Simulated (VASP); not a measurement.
Runs of VASP 6.6.1 on KBr. The structure is that of space group Pm-3m (No. 221), or close to it. The cells are those of the table. 

```tsv
level	cell	k mesh	smearing	grid for exact exchange (PRECFOCK)	share of exact exchange	screening parameter	gap on the mesh (eV)	pressure (GPa)
r2SCAN	a = 3.860 Å, 2 atoms	6 × 6 × 6	gaussian 0.01 eV	-	-	-	5.13	2.1
PBE	a = 3.860 Å, 2 atoms	6 × 6 × 6	fermi-dirac 0.02 eV	-	-	-	4.34	(a)
HSE06	a = 3.976, b = 3.976, c = 3.768 Å, 2 atoms	4 × 4 × 4	gaussian 0.01 eV	Normal	0.25	0.2079 1/Å	(b)	1.7
PBE	a = 3.976, b = 3.976, c = 3.768 Å, 2 atoms	6 × 6 × 6	fermi-dirac 0.02 eV	-	-	-	3.96	2.1
HSE06	a = 3.860 Å, 2 atoms	4 × 4 × 4	gaussian 0.01 eV	Normal	0.25	0.2079 1/Å	5.53	2.6
r2SCAN	a = 3.976, b = 3.976, c = 3.768 Å, 2 atoms	6 × 6 × 6	gaussian 0.01 eV	-	-	-	4.72	(c)
```

Alike in all rows: task single point; potentials or basis VASP PAW PBE potentials, release 64 (K_sv, Br); no spin polarisation; cutoff (eV) 520.

Q: Estimate the missing entries.

A: (a) 3.0; (b) 5.14; (c) 1.2.

Caveats: the PAW data sets were made with another functional, which shifts forces and pressure a little (at least some runs); the cell stands under pressure (at least some runs).

A k mesh can miss the band edges, and the runs leave out spin-orbit coupling on Br.
